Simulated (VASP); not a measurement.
Here is a VASP 6.6.1 calculation.

The input INCAR:

```
SYSTEM = NaH
  ALGO = Normal
  EDIFF = 1E-6
  ENCUT = 520
  GGA = PE
  ISIF = 2
  ISMEAR = -1
  LASPH = .True.
  LCHARG = .False.
  LREAL = .False.
  LWAVE = .False.
  NBANDS = 11
  NELM = 80
  PREC = Accurate
  SIGMA = 0.08
```

The input KPOINTS:

```
k-points
0
Gamma
  12 12 12
  0 0 0
```

File POSCAR:

```
NaH
1.0
    2.3836147811      0.0000000000      0.0000000000
    0.0000000000      2.3836147811      0.0000000000
    0.0000000000      0.0000000000      2.3836147811
Na H
1 1
Direct
    0.0000000000      0.0000000000      0.0000000000
    0.5000000000      0.5000000000      0.5000000000
```

Potentials or basis: VASP PAW PBE potentials, release 64 (Na_pv, H).

The run is started by

```bash
$ cat potpaw_PBE.64/Na_pv/POTCAR potpaw_PBE.64/H/POTCAR > POTCAR
$ mpirun -np 1 vasp_std > vasp.out
```

Q: What does it give for the pressure?

A: 52.7 GPa.

Q: Estimate the band gap on the k mesh.

A: 1.24 eV, indirect (least direct gap 6.59 eV).

 A k mesh can miss the band edges.
